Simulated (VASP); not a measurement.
Rh, 1 atom in the cell. Symmetry: Fm-3m, No. 225, cubic system. Conventional cell: a = 3.796 Å, b = 3.796 Å, c = 3.796 Å, α = 90.00°, β = 90.00°, γ = 90.00°. Within 3.5 Å of Rh (site symmetry m-3m) lie 12 Rh at 2.68 Å. 

```yaml
Program: VASP 6.6.1
Task: single point
Functional: PBE
Potentials_or_basis: VASP PAW PBE potentials, release 64 (Rh_pv)
Cutoff: 520 eV
k_mesh: 12 × 12 × 12
Occupations: gaussian, width 0.023 eV
Spin: no spin polarisation
Dipole_correction: no
Further_INCAR_settings: ALGO = Normal; EDIFF = 1e-06; NBANDS = 14
```

Potentials or basis: VASP PAW PBE potentials, release 64 (Rh_pv).

Launch:

```console
$ cat potpaw_PBE.64/Rh_pv/POTCAR > POTCAR
$ mpirun -np 1 vasp_std > vasp.out
```

Hardware: 1 thread of Intel(R) Xeon(R) Platinum 8488C (Sapphire Rapids), on a shared host.

**Question.** How long does it take, and how much memory?

**Answer.** Wall time 9.7 s on 1 thread of Intel(R) Xeon(R) Platinum 8488C (Sapphire Rapids) (shared host), peak memory 0.13 GiB. Counts: scf iterations 10, k points 72.
